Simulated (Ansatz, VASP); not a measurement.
**BaZrO3: VASP beside Ansatz**

Contents of POSCAR:

```
BaZrO3
1.0
    4.1212480778      0.0000000000      0.0000000000
    0.0000000000      4.1212480778      0.0000000000
    0.0000000000      0.0000000000      4.1212480778
Ba Zr O
1 1 3
Direct
    0.0000000000      0.0000000000      0.0000000000
    0.5000000000      0.5000000000      0.5000000000
    0.5000000000      0.5000000000      0.0000000000
    0.5000000000      0.0000000000      0.5000000000
    0.0000000000      0.5000000000      0.5000000000
```

The input INCAR.step1:

```
SYSTEM = BaZrO3
  PREC = Accurate
  ENCUT = 520
  ISMEAR = 0
  SIGMA = 0.01
  LREAL = .False.
  LASPH = .True.
  NELM = 100
  NBANDS = 28
  GGA = PE
  ALGO = Normal
  EDIFF = 1E-4
  LWAVE = .True.
  LCHARG = .False.
```

Contents of INCAR.step2:

```
SYSTEM = BaZrO3
  PREC = Accurate
  ENCUT = 520
  EDIFF = 1E-6
  ISMEAR = 0
  SIGMA = 0.01
  LREAL = .False.
  LASPH = .True.
  NELM = 100
  ALGO = Normal
  ISIF = 2
  LWAVE = .False.
  LCHARG = .True.
  METAGGA = R2SCAN
  LMIXTAU = .True.
  LELF = .True.
  LVHAR = .True.
  NBANDS = 28
  ISTART = 1
```

Contents of KPOINTS:

```
Automatic mesh
0
Gamma
  6 6 6
  0 0 0
```

Input for Ansatz:

```yaml
crystal:
  lattice:
    - [4.1212480778, 0.0, 0.0]
    - [0.0, 4.1212480778, 0.0]
    - [0.0, 0.0, 4.1212480778]
  atoms:
    - { symbol: Ba, position: [0.0, 0.0, 0.0] }
    - { symbol: Zr, position: [0.5, 0.5, 0.5] }
    - { symbol: O, position: [0.5, 0.5, 0.0] }
    - { symbol: O, position: [0.5, 0.0, 0.5] }
    - { symbol: O, position: [0.0, 0.5, 0.5] }
kpoints:
  mp_grid: { grid: [6, 6, 6] }
  band_path:
    path: [[0.0, 0.0, 0.0], [0.0, 0.5, 0.0], [0.5, 0.5, 0.0], [0.5, 0.5, 0.5]]
    npoints: 1
hamiltonian:
  xc: r2scan
scf:
  occupations: { method: fixed }
  n_extra_bands: 5
output:
  forces: true
  stress: true
  eigenvalues: true
```

Change from the starting cell: hydrostatic strain -2.0%.

Alike in both runs: task single point; functional r2SCAN; k mesh 6 × 6 × 6; no spin polarisation.

```csv
,VASP,Ansatz
version,VASP 6.6.1,Ansatz 0.2.0
potentials or method,"VASP PAW PBE potentials, release 64 (Ba_sv, Zr_sv, O)","plane waves, PAW"
plane-wave cutoff (eV),520,500
occupations,"gaussian, width 0.01 eV",fixed
valence electrons in the cell,40,40
```

|  | VASP | Ansatz | Ansatz less VASP |
| --- | --- | --- | --- |
| gap on the k mesh at the Fermi level (eV) | 3.82 | 3.89 | +0.063 |
| pressure (GPa) | 12.6 | 11.3 | -1.33 |

VASP's potentials were made for PBE, not for r2SCAN.

Neither program's run includes spin-orbit coupling.
